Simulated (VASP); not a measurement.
# CsBr: single point with PBE

The system is CsBr.

```
CELL_PARAMETERS angstrom
4.36845 0.00000 0.00000
0.00000 4.36845 0.00000
0.00000 0.00000 4.36845
ATOMIC_POSITIONS crystal
Cs 0.00000 0.00000 0.00000
Br 0.50000 0.50000 0.50000
```

- Program: VASP 6.6.1
- Task: single point
- Functional: PBE
- Potentials or basis: VASP PAW PBE potentials, release 64 (Cs_sv, Br)
- Cutoff: 500 eV
- k mesh: 6 × 6 × 6
- Occupations: fermi-dirac, width 0.02 eV
- Spin: no spin polarisation
- Dipole correction: no
- Further INCAR settings: ALGO = Normal; EDIFF = 1e-06; NBANDS = 15

```
Pressure               : 0.2 GPa
Band gap on the k mesh : 4.30 eV (least direct gap 4.32 eV)
```

Levels at points of the mesh, in eV from the valence-band top:
| k point | band 6 | band 7 | band 8 | band 9 | band 10 | band 11 |
| --- | --- | --- | --- | --- | --- | --- |
| (0.00, 0.00, 0.00) | -0.02 | -0.02 | -0.02 | 4.30 | 4.96 | 4.96 |
| (0.50, 0.00, 0.00) | -1.22 | -0.19 | -0.19 | 5.90 | 7.02 | 7.44 |
| (0.50, 0.50, 0.00) | -0.57 | -0.57 | 0.00 | 5.22 | 5.45 | 7.16 |
| (0.50, 0.50, 0.50) | -1.06 | -1.06 | -1.06 | 8.05 | 8.05 | 8.05 |

Run time: 24 s on 1 thread of Intel Xeon 8259CL, on a shared host, peak memory 0.18 GiB.

Caveat: spin-orbit coupling is left out, which moves the levels of the heavy elements. A k mesh can miss the band edges.
